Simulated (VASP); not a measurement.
ZnSe2:

```xyz
6
Lattice="-2.7994 2.7994 4.1310 2.7994 -2.7994 4.1310 2.7994 2.7994 -4.1310" Properties=species:S:1:pos:R:3 pbc="T T T"
Zn    0.0000    0.0000    0.0000
Zn    0.0000    2.7994    2.0655
Se    0.5419    1.3997    1.0327
Se    1.3997    3.3413    3.0982
Se   -1.3997    2.2575    3.0982
Se   -0.5419    4.1991    1.0327
```

| Item | Value |
| --- | --- |
| Program | VASP 6.6.1 |
| Task | relaxation of cell and atoms |
| Functional | PBEsol |
| Potentials or basis | VASP PAW PBE potentials, release 64 (Zn, Se) |
| Cutoff | 600 eV |
| k mesh | 6 × 6 × 6 |
| Occupations | fermi-dirac, width 0.03 eV |
| Spin | no spin polarisation |

At the start: pressure 102.3 GPa; volume 21.58 Å³/atom.

Where does the relaxation end?

Over 46 steps the energy falls by 4617.9 meV/atom and the volume is 23.46 Å³/atom (+8.7 %); space group I-42d (No. 122, to 0.05 Å).

The path:
```tsv
step	energy change (eV)	largest force (eV/Å)	pressure (GPa)	volume (Å³)
1	0.0000	10.6026	102.35	129.49
3	-23.1087	0.5519	-3.79	275.48
5	-23.7256	0.6158	1.21	223.55
7	-23.7750	0.3372	-0.20	232.23
9	-23.8659	0.3148	-0.39	225.78
11	-24.2903	0.1234	-1.90	197.62
13	-25.0041	0.3629	13.71	98.66
15	-25.8324	0.6818	-0.11	113.58
17	-25.9033	0.7394	-5.37	134.21
19	-25.9455	0.7965	-4.92	131.23
21	-25.9965	0.8430	-3.94	126.60
23	-26.1615	0.6933	-2.23	124.66
25	-26.1371	0.6188	7.64	117.13
27	-26.4208	0.1551	1.99	121.10
29	-27.1749	0.3470	5.84	121.34
31	-27.1976	0.6081	8.41	120.99
33	-27.6451	0.2118	2.15	134.73
35	-27.6801	0.2010	0.99	137.68
37	-27.7026	0.1302	-0.27	140.52
39	-27.7043	0.0913	-0.17	140.31
41	-27.7058	0.0299	0.11	139.98
43	-27.7067	0.0242	0.11	140.86
45	-27.7074	0.0081	-0.07	140.95
46	-27.7074	0.0038	0.00	140.76
```

Final structure:
```cif
data_structure
_symmetry_space_group_name_H-M 'P 1'
_symmetry_Int_Tables_number 1
_cell_length_a 5.8181
_cell_length_b 5.8181
_cell_length_c 5.8181
_cell_angle_alpha 101.482
_cell_angle_beta 101.482
_cell_angle_gamma 127.006
_cell_volume 140.76
loop_
_atom_site_label
_atom_site_type_symbol
_atom_site_fract_x
_atom_site_fract_y
_atom_site_fract_z
_atom_site_occupancy
Zn1 Zn 0.00000 0.00000 0.00000 1
Zn2 Zn 0.75000 0.25000 0.50000 1
Se1 Se 0.37500 0.33312 0.45812 1
Se2 Se 0.08312 0.62500 0.95812 1
Se3 Se 0.66688 0.12500 0.04188 1
Se4 Se 0.87500 0.91688 0.54188 1
```

Caveat: the PAW data sets were made with another functional, which shifts forces and pressure a little.
